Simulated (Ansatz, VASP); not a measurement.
**AlAs4 in VASP and in Ansatz**

```xyz
10
Lattice="5.3476 0.0000 -0.0043 0.0000 5.3813 0.0000 -1.5480 0.0000 7.5940" Properties=species:S:1:pos:R:3 pbc="T T T"
Al   -0.7740    2.6907    3.7970
Al    0.0000    0.0000    0.0000
As    3.0495    1.6772    5.7209
As    1.0926    0.8220    4.4133
As    0.7501    3.7041    1.8688
As    2.7070    4.5593    3.1764
As    3.8235    1.0135    1.9239
As    1.8666    1.8686    0.6163
As   -0.0239    4.3679    5.6659
As    1.9330    3.5127    6.9735
```

Alike in both runs: functional PBE; k mesh 6 × 6 × 4; occupations gaussian, width 0.1 eV; no spin polarisation.

Ansatz relaxed the structure, and its values are those at the end. VASP's run is a single point on that final structure, the one shown.

```csv
,VASP,Ansatz
version,VASP 6.6.1,Ansatz 0.2.0
potentials or method,"VASP PAW PBE potentials, release 64 (Al, As), cutoff 520 eV","scalar-relativistic, plane waves, PAW"
valence electrons in the cell,46,126
```

```csv
,VASP,Ansatz,Ansatz less VASP
gap on the k mesh at the Fermi level (eV),none,none,-
pressure (GPa),0.2,0.0,-0.21
rms of the force components (eV/Å),0.018,0.004,-0.0139
```

A gap of «none» marks a metal or a gap that the smearing closes. With one functional, cell and mesh, what is left measures potentials, basis and numerics. VASP's potentials hold 46 valence electrons a cell and Ansatz's 126, so a difference there can come from the potentials and not from the codes.
